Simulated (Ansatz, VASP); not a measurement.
## Two plane-wave programs on BN

```
CELL_PARAMETERS angstrom
2.50058 0.00000 0.00000
-1.25029 2.16557 0.00000
0.00000 0.00000 6.52364
ATOMIC_POSITIONS crystal
B 0.33333 0.66667 0.25000
B 0.66667 0.33333 0.75000
N 0.33333 0.66667 0.75000
N 0.66667 0.33333 0.25000
```

Alike in both runs: task single point; functional PBE; k mesh 9 × 9 × 4; occupations tetrahedron; no spin polarisation.

|  | VASP | Ansatz |
| --- | --- | --- |
| version | VASP 6.6.1 | Ansatz 0.2.0 |
| potentials or method | VASP PAW PBE potentials, release 64 (B, N) | plane waves |
| plane-wave cutoff (eV) | 520 | 420 |
| valence electrons in the cell | 16 | 16 |

|  | VASP | Ansatz | Ansatz less VASP |
| --- | --- | --- | --- |
| gap on the k mesh at the Fermi level (eV) | 4.38 | 4.39 | +0.006 |
| pressure (GPa) | 4.7 | 4.7 | -0.08 |
| traceless stress, the component that is largest in VASP (GPa) | -1.25 | -1.05 | +0.202 |

Ansatz's warnings: band table not solved further, tetrahedron derivatives may miss energy slope.
